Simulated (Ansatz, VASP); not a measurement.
**One calculation of CsI, two programs**

Contents of POSCAR:

```
CsI
1.0
    4.5667000000      0.0000000000      0.0000000000
    0.0000000000      4.5667000000      0.0000000000
    0.0000000000      0.0000000000      4.5667000000
Cs I
1 1
Direct
    0.0000000000      0.0000000000      0.0000000000
    0.5000000000      0.5000000000      0.5000000000
```

File INCAR.step1:

```
SYSTEM = CsI
ALGO = Normal ; EDIFF = 1E-4
ENCUT = 520 ; GGA = PE
ISMEAR = 0 ; LASPH = .True.
LCHARG = .False. ; LREAL = .False.
LWAVE = .True. ; NBANDS = 15
NELM = 80 ; PREC = Accurate
SIGMA = 0.05
```

INCAR.step2

```
SYSTEM = CsI
ALGO = Normal ; EDIFF = 1E-6
ENCUT = 520 ; ISIF = 2
ISMEAR = 0 ; ISTART = 1
LASPH = .True. ; LCHARG = .False.
LMIXTAU = .True. ; LREAL = .False.
LWAVE = .False. ; METAGGA = R2SCAN
NBANDS = 15 ; NELM = 80
PREC = Accurate ; SIGMA = 0.05
```

KPOINTS

```
k-points
0
Gamma
  6 6 6
  0 0 0
```

Input for Ansatz:

```yaml
crystal:
  lattice:
    - [4.5667, 0.0, 0.0]
    - [0.0, 4.5667, 0.0]
    - [0.0, 0.0, 4.5667]
  atoms:
    - { symbol: Cs, position: [0.0, 0.0, 0.0] }
    - { symbol: I, position: [0.5, 0.5, 0.5] }
basis:
  ecutwfc: 500
kpoints:
  mp_grid: { grid: [6, 6, 6] }
hamiltonian:
  xc: r2scan
scf:
  occupations: { method: gaussian, width: 0.05 }
output:
  forces: true
  stress: true
  eigenvalues: true
```

Alike in both runs: task single point; functional r2SCAN; k mesh 6 × 6 × 6; occupations gaussian, width 0.05 eV; no spin polarisation.

|  | VASP | Ansatz |
| --- | --- | --- |
| version | VASP 6.6.1 | Ansatz 0.2.0 |
| potentials or method | VASP PAW PBE potentials, release 64 (Cs_sv, I), cutoff 520 eV | scalar-relativistic, plane waves, PAW |
| valence electrons in the cell | 16 | 26 |

VASP gave:

```
gap on the k mesh at the Fermi level (eV) : 4.60
least direct gap on the mesh (eV)         : 4.69
pressure (GPa)                            : 0.4
```

Question: Which values does Ansatz return?

Answer: gap on the k mesh at the Fermi level (eV): 4.62; least direct gap on the mesh (eV): 4.70; pressure (GPa): 0.4.

VASP's potentials were made for PBE, not for r2SCAN. The functional is the same, so the differences come from potentials, cutoffs and numerics. VASP's potentials hold 16 valence electrons a cell and Ansatz's 26, so a difference there can come from the potentials and not from the codes.

Spin-orbit coupling is off throughout.
